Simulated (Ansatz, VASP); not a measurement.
# One calculation of Nb, two programs

```
Nb
1.0
    -1.35540    1.35540    2.42874
     1.35540   -1.35540    2.42874
     1.35540    1.35540   -2.42874
Nb
1
Direct
  0.00000 0.00000 0.00000
```

Alike in both runs: functional PBEsol; k mesh 28 × 28 × 28; occupations gaussian, width 0.1 eV; no spin polarisation.

Ansatz relaxed the structure, and its values are those at the end. VASP's run is a single point on that final structure, the one shown.

```csv
,VASP,Ansatz
version,VASP 6.6.1,Ansatz 0.2.0
potentials or method,"VASP PAW PBE potentials, release 64 (Nb_sv), cutoff 500 eV","scalar-relativistic, plane waves, PAW"
valence electrons in the cell,13,13
```

|  | VASP | Ansatz | Ansatz less VASP |
| --- | --- | --- | --- |
| gap on the k mesh at the Fermi level (eV) | none | none | - |
| pressure (GPa) | -0.3 | 0.0 | +0.31 |

VASP's potentials were made for PBE, not for PBEsol. A gap of «none» marks a metal or a gap that the smearing closes.
